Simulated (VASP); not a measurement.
Te: single point with PBE

The system is Te.

```
CELL_PARAMETERS angstrom
4.47101 0.00000 0.00000
-2.23550 3.87200 0.00000
0.00000 0.00000 5.94899
ATOMIC_POSITIONS crystal
Te 0.26420 0.00000 0.33333
Te 0.00000 0.26420 0.66667
Te 0.73580 0.73580 0.00000
```

| Property | Result |
| --- | --- |
| Program | VASP 6.6.1 |
| Task | single point |
| Functional | PBE |
| Potentials or basis | VASP PAW PBE potentials, release 64 (Te) |
| Cutoff | 520 eV |
| k mesh | 6 × 6 × 4 |
| Occupations | fermi-dirac, width 0.02 eV |
| Spin | non-collinear spin, zero start, spin-orbit coupling |
| Starting moments | [[0.0, 0.0, 0.0], [0.0, 0.0, 0.0], [0.0, 0.0, 0.0]] μB |

| Item | Value |
| --- | --- |
| Pressure | 1.7 GPa |
| Largest force | 0.263 eV/Å |
| Net moment | 0.00 μB per cell |
| Valence electrons inside the program's atomic spheres | Te 3.30 |

Forces in eV/Å, atoms in the order of the input:
```
Te   0.263  0.000  0.000
Te  -0.132  0.228  0.000
Te  -0.132 -0.228  0.000
```

Stress tensor (GPa, compression positive):
```
1.48 0.00 0.00
0.00 1.48 0.00
0.00 0.00 2.15
```

Moments on the atoms (μB; x, y, z):
```
Te  0.00 0.00 0.00
Te  0.00 0.00 0.00
Te  0.00 0.00 0.00
```

It took 3.2 min on 1 thread of Intel(R) Xeon(R) Platinum 8488C (Sapphire Rapids), on a shared host, peak memory 0.54 GiB.
